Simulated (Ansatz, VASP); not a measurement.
**Two plane-wave programs on PtSe2**

INCAR

```
  PREC = Accurate
  ENCUT = 520
  EDIFF = 1E-6
  ISMEAR = -1
  SIGMA = 0.05
  LREAL = False
  LASPH = True
  NELM = 60
  ALGO = Normal
  ISIF = 2
  LWAVE = False
  LCHARG = False
  GGA = PE
  NBANDS = 18
```

Contents of KPOINTS:

```
Automatic mesh
0
Gamma
  5 5 3
```

Contents of POSCAR:

```
PtSe2
1.0
    3.7240000000      0.0000000000      0.0000000000
   -1.8620000000      3.2250786037      0.0000000000
    0.0000000000      0.0000000000      5.0620000000
Pt Se
1 2
Direct
    0.0000000000      0.0000000000      0.0000000000
    0.6666666667      0.3333333333      0.7500000000
    0.3333333333      0.6666666667      0.2500000000
```

Contents of input.yaml:

```yaml
crystal:
  lattice:
    - [3.724, 0.0, 0.0]
    - [-1.862, 3.2250786037, 0.0]
    - [0.0, 0.0, 5.062]
  atoms:
    - { symbol: Pt, position: [0.0, 0.0, 0.0] }
    - { symbol: Se, position: [0.6666666667, 0.3333333333, 0.75] }
    - { symbol: Se, position: [0.3333333333, 0.6666666667, 0.25] }
hamiltonian:
  xc: pbe
  pseudopotentials: { kind: paw }
kpoints:
  mp_grid: { grid: [5, 5, 3] }
scf:
  occupations: { method: fermi_dirac, width: 0.05 }
output:
  forces: true
  stress: true
  eigenvalues: true
  write_density: true
  write_potential: true
  elf: true
  volumetric_format: npy
```

Alike in both runs: task single point; functional PBE; k mesh 5 × 5 × 3; occupations fermi-dirac, width 0.05 eV; no spin polarisation.

|  | VASP | Ansatz |
| --- | --- | --- |
| version | VASP 6.6.1 | Ansatz 0.2.0 |
| potentials or method | VASP PAW PBE potentials, release 64 (Pt, Se) | Ansatz PAW |
| plane-wave cutoff (eV) | 520 | 420 |
| valence electrons in the cell | 22 | 50 |

```tsv
	VASP	Ansatz	Ansatz less VASP
gap on the k mesh at the Fermi level (eV)	none	none	-
pressure (GPa)	7.2	7.2	0.00
traceless stress, the component that is largest in VASP (GPa)	-1.75	-1.74	+0.008
rms of the force components (eV/Å)	0.246	0.243	-0.0024
```

Atom by atom the forces differ by 0.002 eV/Å (rms over components). A gap of «none» marks a metal or a gap that the smearing closes. VASP's potentials hold 22 valence electrons a cell and Ansatz's 50, so a difference there can come from the potentials and not from the codes.

The k mesh is coarse, so the values compare programs but aren't converged. Neither program's run includes spin-orbit coupling.
